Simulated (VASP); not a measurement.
Crystal: GaN.

```
Ga N
1.0
     3.21154    0.00000    0.00000
    -1.60577    2.78127    0.00000
     0.00000    0.00000   10.35684
Ga N
4 4
Direct
  0.00000 0.00000 0.78587
  0.66667 0.33333 0.03735
  0.33333 0.66667 0.53735
  0.00000 0.00000 0.28587
  0.00000 0.00000 0.09304
  0.66667 0.33333 0.34375
  0.00000 0.00000 0.59304
  0.33333 0.66667 0.84374
```

Base run:

- Program: VASP 6.6.1
- Functional: PBE
- Potentials or basis: VASP PAW PBE potentials, release 64 (Ga_d, N)
- Cutoff: 520 eV
- k mesh: 10 × 10 × 3
- Occupations: fermi-dirac, width 0.05 eV
- Spin: no spin polarisation

Its results: band gap on the k mesh 0.82 eV, direct; pressure -0.1 GPa; largest force 0.332 eV/Å.

Task: The run is repeated on the same cell with these changes: functional from PBE to PBEsol. What comes out?

Result: Band gap on the k mesh 0.79 eV, direct; pressure -6.3 GPa; largest force 0.231 eV/Å.

PBEsol binds more tightly than PBE, so the same cell stands under less pressure.

Caveats: the PAW data sets were made with another functional, which shifts forces and pressure a little (some runs).

